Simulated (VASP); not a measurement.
# Li (R-3m) in VASP: relaxation of cell and atoms with PBE

Aim: the relaxation of cell and atoms of Li with PBE.

Everything below comes from runs of VASP 6.6.1. Logs are shortened: lines on timing, memory, paths and dates and some standing lists are left out, and cuts for length are marked.

**1. The cell of the first run**

The structure is trigonal, space group R-3m (No. 166). The conventional cell has a = 3.872 Å, b = 3.872 Å, c = 10.262 Å, α = 90.00°, β = 90.00°, γ = 120.00°. Within 3.4 Å of Li (site symmetry 3m) lie 6 Li at 2.61 to 3.05 Å.

**2. Relaxation of cell and atoms, PBE**

INCAR reads:

```
SYSTEM = Li
ALGO = Normal ; EDIFF = 1E-6
EDIFFG = -0.005 ; ENCUT = 600
GGA = PE ; IBRION = 2
ISIF = 3 ; ISMEAR = -1
LASPH = .True. ; LCHARG = .False.
LREAL = .False. ; LWAVE = .False.
NELM = 100 ; NSW = 60
PREC = Accurate ; SIGMA = 0.08
```

KPOINTS reads:

```
k-points
0
Gamma
  13 13 13
  0 0 0
```

POSCAR reads:

```
Li
1.0
    1.9361771506     -1.1178523991      3.4205796326
    0.0000000000      2.2357047981      3.4205796326
   -1.9361771506     -1.1178523991      3.4205796326
Li
2
Direct
    0.2320000000      0.2320000000      0.2320000000
   -0.2320000000     -0.2320000000     -0.2320000000
```

Potentials or basis: VASP PAW PBE potentials, release 64 (Li_sv).

Command:

```console
$ cat potpaw_PBE.64/Li_sv/POTCAR > POTCAR
$ mpirun -np 1 vasp_std > vasp.out
```

OUTCAR:

```text
SYSTEM = Li
   EDIFF = 1E-6
   EDIFFG = -0.005
   ENCUT = 600
   GGA = PE
   IBRION = 2
   ISIF = 3
   ISMEAR = -1
   LASPH = .True.
   LREAL = .False.
   NELM = 100
   NSW = 60
   PREC = Accurate

 ion  position               nearest neighbor table
   1  0.232  0.232  0.232-
   2  0.768  0.768  0.768-

  LATTYP: Found a trigonal (rhomboedric) cell.
 ALAT       =     4.0864093000
 COS(alpha) =     0.5510102270

  Lattice vectors:

 A1 = (   1.9361771506,  -1.1178523991,   3.4205796326)
 A2 = (   0.0000000000,   2.2357047981,   3.4205796326)
 A3 = (  -1.9361771506,  -1.1178523991,   3.4205796326)

Analysis of symmetry for initial positions (statically):
=====================================================================
 Subroutine PRICEL returns:
 Original cell was already a primitive cell.

 Routine SETGRP: Setting up the symmetry group for a
 trigonal (rhombohedral) supercell.

 Subroutine GETGRP returns: Found 12 space group operations
 (whereof 12 operations were pure point group operations)
 out of a pool of 12 trial point group operations.

The static configuration has the point symmetry D_3d.

Analysis of symmetry for dynamics (positions and initial velocities):
=====================================================================
 Subroutine PRICEL returns:
 Original cell was already a primitive cell.

 Routine SETGRP: Setting up the symmetry group for a
 trigonal (rhombohedral) supercell.

 Subroutine GETGRP returns: Found 12 space group operations
 (whereof 12 operations were pure point group operations)
 out of a pool of 12 trial point group operations.

The dynamic configuration has the point symmetry D_3d.

 Subroutine INISYM returns: Found 12 space group operations
 (whereof 12 operations are pure point group operations),
 and found     1 'primitive' translations

----------------------------------------------------------------------------------------

                                     Primitive cell

  volume of cell :      44.4202

  direct lattice vectors                    reciprocal lattice vectors
     1.936177151 -1.117852399  3.420579633     0.258240833 -0.149095414  0.097449371
     0.000000000  2.235704798  3.420579633     0.000000000  0.298190829  0.097449371
    -1.936177151 -1.117852399  3.420579633    -0.258240833 -0.149095414  0.097449371

  length of vectors
[... 102 lines left out ...]
     AMIX_MAG =   1.60;   BMIX_MAG =  1.00
  volume/ion in A,a.u.               =      22.21       149.88
  Fermi-wavevector in a.u.,A,eV,Ry     =   0.839973  1.587318  9.599643  0.705554
  Thomas-Fermi vector in A             =   1.954278
   LORBIT       =      0    0 simple, 1 ext, 2 COOP (PROOUT), +10 PAW based schemes
   GGA     = PE    functional components
   LHFCALC =     F    Hartree Fock is set to
   AEXX    =    0.0000 exact exchange contribution
   IVDW    =     0    specifies the selected vdW correction
   LEPSILON=     F    determine dielectric tensor
   LRPA    =     F    only Hartree local field effects (RPA)
 conjugate gradient relaxation of ions
 non-spin polarized calculation
  energy-cutoff  :      600.00
  volume of cell :       44.42
 maximum number of plane-waves:      1495
 NGX is ok and might be reduce to    36
   NGX = 17   NGY = 17   NGZ = 17

--------------------------------------- Ionic step        1  -------------------------------------------

 number of electron       5.9999998 magnetization

 Free energy of the ion-electron system (eV)
  ---------------------------------------------------
  ext. energy  EPLUGINS =         0.00000000
  ---------------------------------------------------
  free energy    TOTEN  =        -3.47090425 eV

  energy without entropy =       -3.45384773  energy(sigma->0) =       -3.46237599

------------------------ aborting loop because EDIFF is reached ----------------------------------------

  FORCE on cell =-STRESS in cart. coord.  units (eV):
  Direction    XX          YY          ZZ          XY          YZ          ZX
  --------------------------------------------------------------------------------------
  -------------------------------------------------------------------------------------
  Total       -0.1226745     -0.1226745     -0.3599675     -0.0000000      0.0000000      0.0000000
  in kB       -4.4247048     -4.4247048    -12.9835464     -0.0000000      0.0000000      0.0000000
  external PRESSURE =      -7.2776520 kB  Pullay stress =       0.0000000 kB
[... 89 lines left out ...]
  FREE ENERGIE OF THE ION-ELECTRON SYSTEM (eV)
  ---------------------------------------------------
  free  energy   TOTEN  =        -3.5668818235 eV

  energy  without entropy=       -3.5510590668  energy(sigma->0) =       -3.55897045

[... ionic steps 4 to 32 ...]

--------------------------------------- Ionic step       33  -------------------------------------------

 number of electron       5.9999996 magnetization

------------------------ aborting loop because EDIFF is reached ----------------------------------------
[... 67 lines left out ...]
--------------------------------------- Ionic step       35  -------------------------------------------

 number of electron       5.9999996 magnetization

 Free energy of the ion-electron system (eV)
  ---------------------------------------------------
  ext. energy  EPLUGINS =         0.00000000
  ---------------------------------------------------
  free energy    TOTEN  =        -3.75374739 eV

  energy without entropy =       -3.73431542  energy(sigma->0) =       -3.74403141

 E-fermi :   0.7685     XC(G=0):  -7.1988

 val. band max:        0.7602981246   @ k =  -0.4615   0.2308   0.0000
 cond. band min:       0.7698368405   @ k =  -0.3846   0.3846   0.2308
 fundamental gap:      0.0095387159
 Fermi energy:         0.7685133543

 k-point     1 :       0.0000    0.0000    0.0000
  band No.  band energies     occupation
      1     -45.6928      2.00000
      2     -45.6535      2.00000
      3      -2.8199      2.00000
      4       1.8842      0.00000
      5       5.3814      0.00000
      6      12.1394      0.00000
      7      12.1394      0.00000
[... 221 lines left out ...]
 k-point    24 :       0.4615    0.1538    0.0000
  band No.  band energies     occupation
      1     -45.6705      2.00000
      2     -45.6605      2.00000
      3      -0.1293      1.99997
      4       2.7012      0.00000
      5       4.1166      0.00000
      6       7.0232      0.00000
      7       8.2243      0.00000

 [... further k-points ...]
[... 5 lines left out ...]
  --------------------------------------------------------------------------------------
  -------------------------------------------------------------------------------------
  Total        0.0022253      0.0022253      0.0008998     -0.0000000     -0.0000000      0.0000000
  in kB        0.0936272      0.0936272      0.0378569     -0.0000000     -0.0000000      0.0000000
  external PRESSURE =       0.0750371 kB  Pullay stress =       0.0000000 kB
[... 17 lines left out ...]
  FREE ENERGIE OF THE ION-ELECTRON SYSTEM (eV)
  ---------------------------------------------------
  free  energy   TOTEN  =        -3.7537473936 eV

  energy  without entropy=       -3.7343154193  energy(sigma->0) =       -3.74403141

 reached required accuracy - stopping structural energy minimisation
```

OSZICAR:

```text
N       E                     dE             d eps       ncg     rms          rms(c)
DAV:   1     0.717070559641E+01    0.71707E+01   -0.36742E+03  3234   0.873E+02
DAV:   2    -0.122848885403E+01   -0.83992E+01   -0.82756E+01  4382   0.677E+01
DAV:   3    -0.332707729154E+01   -0.20986E+01   -0.20908E+01  5012   0.416E+01
[... 236 lines left out ...]
       N       E                     dE             d eps       ncg     rms          rms(c)
DAV:   1    -0.375374934608E+01   -0.32632E-05   -0.87343E-04  3262   0.367E-01    0.246E-02
DAV:   2    -0.375374903407E+01    0.31201E-06   -0.30266E-05  4410   0.589E-02    0.165E-02
DAV:   3    -0.375374745462E+01    0.15795E-05   -0.43233E-06  5460   0.169E-02    0.491E-03
DAV:   4    -0.375374739361E+01    0.61011E-07   -0.73409E-07  2282   0.835E-03
  35 F= -.37537474E+01 E0= -.37440314E+01  d E =-.112437E-03
```

It took 8.6 min on 1 thread of Intel Xeon 6975P-C (Granite Rapids), shared host; peak memory 0.24 GiB.

Results:

```
Free energy                           : -3.7537 eV
Relaxed volume                        : 19.04 Å³/atom
Relaxed cell                          : a = 4.748 Å, b = 4.748 Å, c = 4.748 Å, α = 38.97°, β = 38.97°, γ = 38.97°
Space group after relaxing (to 0.1 Å) : R-3m (No. 166)
Energy gained by relaxing             : 141.4 meV/atom
Ionic steps                           : 35
Pressure after relaxing               : 0.0 GPa
Band gap on the k mesh                : zero (bands 3 and 4 overlap by 3.20 eV)
```

Forces in eV/Å, atoms in the order of the input:
```
Li   0.000  0.000 -0.003
Li   0.000  0.000  0.003
```

Step by step:
| step | energy change (eV) | largest force (eV/Å) | pressure (GPa) | volume (Å³) |
| --- | --- | --- | --- | --- |
| 1 | 0.0000 | 0.5526 | -0.73 | 44.42 |
| 2 | -0.0311 | 0.4820 | -0.69 | 43.77 |
| 3 | -0.0960 | 0.2444 | -0.41 | 41.87 |
| 4 | -0.0880 | 0.2718 | 0.75 | 38.20 |
| 5 | -0.1153 | 0.0202 | 0.02 | 40.15 |
| 6 | -0.1154 | 0.0072 | 0.05 | 40.07 |
| 7 | -0.1157 | 0.0027 | 0.02 | 40.14 |
| 8 | -0.1169 | 0.0113 | -0.04 | 40.34 |
| 9 | -0.1199 | 0.0416 | -0.16 | 40.73 |
| 10 | -0.1282 | 0.1084 | -0.34 | 41.46 |
| 11 | -0.1512 | 0.2519 | -0.63 | 42.68 |
| 12 | -0.1651 | 0.4927 | -1.45 | 44.26 |
| 13 | -0.1655 | 0.3862 | -0.89 | 43.52 |
| 14 | -0.1698 | 0.4478 | -1.12 | 43.93 |
| 15 | -0.1698 | 0.4479 | -1.12 | 43.94 |
| 16 | -0.1699 | 0.4488 | -1.13 | 43.96 |
| 17 | -0.1700 | 0.4503 | -1.15 | 43.99 |
| 18 | -0.1702 | 0.4530 | -1.20 | 44.06 |
| 19 | -0.1701 | 0.4578 | -1.28 | 44.20 |
| 20 | -0.1702 | 0.4547 | -1.22 | 44.11 |
| 21 | -0.1705 | 0.4544 | -1.23 | 44.10 |
| 22 | -0.1711 | 0.4532 | -1.22 | 44.08 |
| 23 | -0.1725 | 0.4507 | -1.21 | 44.04 |
| 24 | -0.1752 | 0.4459 | -1.20 | 43.95 |
| 25 | -0.1804 | 0.4362 | -1.18 | 43.78 |
| 26 | -0.1907 | 0.4163 | -1.15 | 43.44 |
| 27 | -0.2100 | 0.3750 | -1.06 | 42.76 |
| 28 | -0.2427 | 0.2852 | -0.84 | 41.42 |
| 29 | -0.2801 | 0.0824 | -0.18 | 38.76 |
| 30 | -0.2827 | 0.0027 | 0.17 | 37.77 |
| 31 | -0.2827 | 0.0076 | 0.12 | 37.89 |
| 32 | -0.2828 | 0.0055 | 0.05 | 37.98 |
| 33 | -0.2828 | 0.0040 | 0.03 | 38.03 |
| 34 | -0.2828 | 0.0017 | -0.03 | 38.12 |
| 35 | -0.2828 | 0.0025 | 0.01 | 38.08 |

Final structure:
```
Li
1.0
     1.58394   -0.91449    4.38162
     0.00000    1.82897    4.38162
    -1.58394   -0.91449    4.38162
Li
2
Direct
  0.25005 0.25005 0.25005
  0.74995 0.74995 0.74995
```

Levels at points of the mesh, in eV from the Fermi level:
| k point | band 1 | band 2 | band 3 | band 4 | band 5 | band 6 | band 7 |
| --- | --- | --- | --- | --- | --- | --- | --- |
| (0.00, 0.00, 0.00) | -46.46 | -46.42 | -3.59 | 1.12 | 4.61 | 11.37 | 11.37 |

Caveat: the cutoff is under 1.25 times the usual one of these potentials, so pressure, stress and relaxed cells hold a basis-set (Pulay) error; a cell axis changed by over 15 % at a fixed basis, so the end point is rough.
